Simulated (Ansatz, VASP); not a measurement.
## One calculation of SrTiO3, two programs

The input INCAR:

```
ALGO = Normal ; EDIFF = 1E-6
EDIFFG = -0.01 ; ENCUT = 600
GGA = PE ; IBRION = 2
ISIF = 3 ; ISMEAR = 0
LASPH = True ; LCHARG = False
LREAL = False ; LWAVE = False
NELM = 80 ; NSW = 100
PREC = Accurate ; SIGMA = 0.02
```

File KPOINTS:

```
k-points
0
Gamma
  8 8 8
```

File POSCAR:

```
SrTiO3
1.0
    3.9368288644      0.0000000000      0.0000000000
    0.0000000000      3.9368288644      0.0000000000
    0.0000000000      0.0000000000      3.9368288644
Sr Ti O
1 1 3
Direct
    0.5000000000      0.5000000000      0.5000000000
    0.0000000000      0.0000000000      0.0000000000
    0.0000000000      0.0000000000      0.5000000000
    0.0000000000      0.5000000000      0.0000000000
    0.5000000000      0.0000000000      0.0000000000
```

Input for Ansatz:

```yaml
crystal:
  lattice:
    - [3.9368288644, 0.0, 0.0]
    - [0.0, 3.9368288644, 0.0]
    - [0.0, 0.0, 3.9368288644]
  atoms:
    - { symbol: Sr, position: [0.5, 0.5, 0.5] }
    - { symbol: Ti, position: [0.0, 0.0, 0.0] }
    - { symbol: O, position: [0.0, 0.0, 0.5] }
    - { symbol: O, position: [0.0, 0.5, 0.0] }
    - { symbol: O, position: [0.5, 0.0, 0.0] }
basis:
  ecutwfc: 420
kpoints:
  mp_grid: { grid: [8, 8, 8] }
hamiltonian:
  xc: pbe
scf:
  occupations: { method: gaussian, width: 0.02 }
output:
  forces: true
  stress: true
  eigenvalues: true
  write_density: true
  write_potential: true
  elf: true
  volumetric_format: npy
relax:
  adjacent_minimum: "off"
  f_tol: 0.01
  max_steps: 80
  cell: { stress_tol: 0.05 }
```

Change from the starting cell: species swapped into the KCrF3 type (P4/mmm, No. 123).

Alike in both runs: task relaxation of cell and atoms; functional PBE; k mesh 8 × 8 × 8; occupations gaussian, width 0.02 eV; no spin polarisation.

```csv
,VASP,Ansatz
version,VASP 6.6.1,Ansatz 0.2.0
potentials or method,"VASP PAW PBE potentials, release 64 (Sr_sv, Ti_sv, O), cutoff 600 eV","scalar-relativistic, plane waves, PAW"
valence electrons in the cell,40,40
```

```tsv
	VASP	Ansatz	Ansatz less VASP
gap on the k mesh at the Fermi level, each at its own relaxed structure (eV)	1.81	1.84	+0.034
relaxed volume (Å³/atom)	12.23	12.20	-0.028
relaxed length of the cell vector where the two differ most in proportion (Å)	3.940	3.937	-0.0031
```
